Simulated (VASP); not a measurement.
# TaN (WC type) (P-6m2) in VASP: a series of runs, part 2 of 2

VASP 6.6.1. The steps go on from the part before.

### Step 5. Single point, PBE (8.74 Å³/atom)

Input file INCAR:

```
SYSTEM = TaN
PREC = Accurate
ENCUT = 700
EDIFF = 1E-6
ISMEAR = -1
SIGMA = 0.05
LREAL = .False.
LASPH = .True.
NELM = 120
ALGO = Normal
ISIF = 2
LWAVE = .False.
LCHARG = .False.
GGA = PE
NBANDS = 16
GGA_COMPAT = .False.
```

Input file KPOINTS:

```
Automatic mesh
0
Gamma
  15 15 13
  0 0 0
```

Input file POSCAR:

```
TaN
1.0
    2.7257768986      0.0000000000      0.0000000000
   -1.3628884493      2.3605920392      0.0000000000
    0.0000000000      0.0000000000      2.7155350609
Ta N
1 1
Direct
    0.0000000000      0.0000000000      0.0000000000
    0.3333333333      0.6666666667      0.5000000000
```

Potentials or basis: VASP PAW PBE potentials, release 64 (Ta_sv_GW, N).

On the command line:

```bash
cat potpaw_PBE.64/Ta_sv_GW/POTCAR potpaw_PBE.64/N/POTCAR > POTCAR
mpirun -np 1 vasp_std > vasp.out
```

OUTCAR:

```text
SYSTEM = TaN
   PREC = Accurate
   ENCUT = 700
   EDIFF = 1E-6
   ISMEAR = -1
   LREAL = .False.
   LASPH = .True.
   NELM = 120
   ISIF = 2
   GGA = PE

 ion  position               nearest neighbor table
   1  0.000  0.000  0.000-   2 2.08   2 2.08   2 2.08   2 2.08   2 2.08   2 2.08
   2  0.333  0.667  0.500-   1 2.08   1 2.08   1 2.08   1 2.08   1 2.08   1 2.08

  LATTYP: Found a hexagonal cell.
 ALAT       =     2.7257768986
 C/A-ratio  =     0.9962425987

  Lattice vectors:

 A1 = (   2.7257768986,   0.0000000000,   0.0000000000)
 A2 = (  -1.3628884493,   2.3605920392,   0.0000000000)
 A3 = (   0.0000000000,   0.0000000000,   2.7155350609)

Analysis of symmetry for initial positions (statically):
=====================================================================
 Subroutine PRICEL returns:
 Original cell was already a primitive cell.

 Routine SETGRP: Setting up the symmetry group for a
 hexagonal supercell.

 Subroutine GETGRP returns: Found 12 space group operations
 (whereof 12 operations were pure point group operations)
 out of a pool of 24 trial point group operations.

The static configuration has the point symmetry D_3h.

Analysis of symmetry for dynamics (positions and initial velocities):
=====================================================================
 Subroutine PRICEL returns:
 Original cell was already a primitive cell.

 Routine SETGRP: Setting up the symmetry group for a
 hexagonal supercell.

 Subroutine GETGRP returns: Found 12 space group operations
 (whereof 12 operations were pure point group operations)
 out of a pool of 24 trial point group operations.

The dynamic configuration has the point symmetry D_3h.

 Subroutine INISYM returns: Found 12 space group operations
 (whereof 12 operations are pure point group operations),
[... 105 lines left out ...]
   TEBEG  =    0.0;   TEEND  =   0.0 temperature during run
   PSTRESS=    0.0 pullay stress
   NELECT =      18.0000    total number of electrons
   NUPDOWN=      -1.0000    fix difference up-down
   EMIN   =  10.00;   EMAX   =-10.00  energy-range for DOS
   EFERMI =   0.00;   METHOD = LEGACY
   ISMEAR =    -1;   SIGMA  =   0.05  broadening in eV -4-tet -1-fermi 0-gaus
   EFERMI_NEDOS =   21; number of points for ismear=-14 and -15
   IALGO  =     38    algorithm
   IMIX   =      4    mixing-type and parameters
     AMIX     =   0.40;   BMIX     =  1.00
     AMIX_MAG =   1.60;   BMIX_MAG =  1.00
  volume/ion in A,a.u.               =       8.74        58.96
  Fermi-wavevector in a.u.,A,eV,Ry     =   1.653396  3.124465 37.194478  2.733717
  Thomas-Fermi vector in A             =   2.741841
   LORBIT       =      0    0 simple, 1 ext, 2 COOP (PROOUT), +10 PAW based schemes
   GGA     = PE    functional components
   LHFCALC =     F    Hartree Fock is set to
   AEXX    =    0.0000 exact exchange contribution
   IVDW    =     0    specifies the selected vdW correction
   LEPSILON=     F    determine dielectric tensor
   LRPA    =     F    only Hartree local field effects (RPA)
 non-spin polarized calculation
  energy-cutoff  :      700.00
  volume of cell :       17.47
 maximum number of plane-waves:       761
 NGX is ok and might be reduce to    24
   NGX = 11   NGY = 11   NGZ = 11

 number of electron      18.0000000 magnetization

 Free energy of the ion-electron system (eV)
  ---------------------------------------------------
  ext. energy  EPLUGINS =         0.00000000
  ---------------------------------------------------
  free energy    TOTEN  =       -23.59323763 eV

  energy without entropy =      -23.59209991  energy(sigma->0) =      -23.59266877

 E-fermi :  15.8512     XC(G=0): -14.9522

 val. band max:       15.7739117340   @ k =   0.0667  -0.0000   0.4615
 cond. band min:      15.8572787225   @ k =   0.4667   0.0667   0.4615
 fundamental gap:      0.0833669885
 Fermi energy:        15.8511590006

 k-point     1 :       0.0000    0.0000    0.0000
  band No.  band energies     occupation
      1     -52.2914      2.00000
      2     -18.5620      2.00000
      3     -18.0505      2.00000
      4     -18.0505      2.00000
      5      -3.6004      2.00000
      6      10.3209      2.00000
[... 433 lines left out ...]
      3     -19.0318      2.00000
      4     -18.2019      2.00000
      5       0.0206      2.00000
      6       6.7414      2.00000
[... 8 lines left out ...]
     15      31.2259      0.00000
     16      34.3450      0.00000

 [... further k-points ...]
[... 5 lines left out ...]
  --------------------------------------------------------------------------------------
  -------------------------------------------------------------------------------------
  Total       13.2516215     13.2516215     13.3134828     -0.0000000     -0.0000000     -0.0000000
  in kB     1215.1025918   1215.1025917   1220.7749417     -0.0000000     -0.0000000     -0.0000000
  external PRESSURE =    1216.9933751 kB  Pullay stress =       0.0000000 kB

 VOLUME and BASIS-vectors are now :
 -----------------------------------------------------------------------------
  energy-cutoff  :      700.00
  volume of cell :       17.47
      direct lattice vectors                 reciprocal lattice vectors
     2.725776899  0.000000000  0.000000000     0.366867883  0.211811271  0.000000000
    -1.362888449  2.360592039  0.000000000     0.000000000  0.423622542  0.000000000
     0.000000000  0.000000000  2.715535061     0.000000000  0.000000000  0.368251552

 POSITION                                       TOTAL-FORCE (eV/Angst)
 -----------------------------------------------------------------------------------
      0.00000      0.00000      0.00000        -0.000000      0.000000      0.000000
     -0.00000      1.57373      1.35777         0.000000     -0.000000      0.000000
 -----------------------------------------------------------------------------------
    total drift:                                0.000000     -0.000000     -0.000000

  FREE ENERGIE OF THE ION-ELECTRON SYSTEM (eV)
  ---------------------------------------------------
  free  energy   TOTEN  =       -23.5932376258 eV

  energy  without entropy=      -23.5920999094  energy(sigma->0) =      -23.59266877
```

Wall time 19 s (1 thread of Intel Xeon 6975P-C (Granite Rapids), shared host); peak memory 0.22 GiB.

What came out:

| Property | Result |
| --- | --- |
| Free energy | -23.5932 eV |
| Pressure | 121.7 GPa |
| Band gap on the k mesh | zero (bands 9 and 10 overlap by 0.62 eV) |

Caveat: the cell stands under pressure; spin-orbit coupling is left out, which moves the levels of the heavy elements.

The gap in the log of VASP goes by the Fermi energy; the results here count the filled bands.